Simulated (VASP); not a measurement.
Wanted: the native input for a VASP 6.6.1 run.

| Quantity | Value |
| --- | --- |
| Task | single point |
| Functional | PBE |
| Potentials or basis | VASP PAW PBE potentials, release 64 (Na_pv, Hf_pv, S) |
| Cutoff | 520 eV |
| k mesh | 8 × 8 × 8 |
| Occupations | gaussian, width 0.1 eV |
| Spin | no spin polarisation |
| Dipole correction | no |
| k mesh for the DOS | 12 × 12 × 12 |
| Occupations for the DOS | tetrahedron |
| Further INCAR settings | ALGO = Normal; EDIFF = 1e-06 |

Crystal: NaHf4S.

```
Na Hf S
1.0
     0.00000    4.17442    4.17442
     4.17442    0.00000    4.17442
     4.17442    4.17442    0.00000
Na Hf S
1 4 1
Direct
  0.00000 0.00000 0.00000
  0.62664 0.62664 0.12008
  0.62664 0.12008 0.62664
  0.12008 0.62664 0.62664
  0.62664 0.62664 0.62664
  0.25000 0.25000 0.25000
```

These files were run (other wordings do the same):

POSCAR

```
NaHf4S
1.0
    0.0000000000      4.1744225060      4.1744225060
    4.1744225060      0.0000000000      4.1744225060
    4.1744225060      4.1744225060      0.0000000000
Na Hf S
1 4 1
Direct
    0.0000000000      0.0000000000      0.0000000000
    0.6266406603      0.6266406603      0.1200780190
    0.6266406603      0.1200780190      0.6266406603
    0.1200780190      0.6266406603      0.6266406603
    0.6266406603      0.6266406603      0.6266406603
    0.2500000000      0.2500000000      0.2500000000
```

INCAR.step1

```
PREC = Accurate
ENCUT = 520
EDIFF = 1E-6
ISMEAR = 0
SIGMA = 0.1
LREAL = False
LASPH = True
NELM = 60
ALGO = Normal
ISIF = 2
LWAVE = False
LCHARG = True
LMAXMIX = 4
GGA = PE
NBANDS = 36
```

KPOINTS.step1

```
regular mesh
0
Gamma
  8 8 8
```

INCAR.step2

```
PREC = Accurate
ENCUT = 520
EDIFF = 1E-6
ISMEAR = -5
SIGMA = 0.1
LREAL = False
LASPH = True
NELM = 60
ALGO = Normal
ISIF = 2
LWAVE = False
LCHARG = False
LMAXMIX = 4
GGA = PE
LORBIT = 11
NEDOS = 2001
ICHARG = 11
```

KPOINTS.step2

```
regular mesh
0
Gamma
  12 12 12
```

Potentials or basis: VASP PAW PBE potentials, release 64 (Na_pv, Hf_pv, S).

The run is started by

```sh
$ cat potpaw_PBE.64/Na_pv/POTCAR potpaw_PBE.64/Hf_pv/POTCAR potpaw_PBE.64/S/POTCAR > POTCAR
$ cp INCAR.step1 INCAR
$ cp KPOINTS.step1 KPOINTS
$ mpirun -np 1 vasp_std > vasp.out
$ cp INCAR.step2 INCAR
$ cp KPOINTS.step2 KPOINTS
$ mpirun -np 1 vasp_std > vasp.out
```

It gave:

* Valence electrons inside the program's atomic spheres: Na 6.10; Hf 8.33; S 3.53

Run time: 5.9 min on 1 thread of Intel(R) Xeon(R) Platinum 8259CL CPU @ 2.50GHz (Skylake/Cascade Lake) (shared host), peak memory 0.49 GiB.
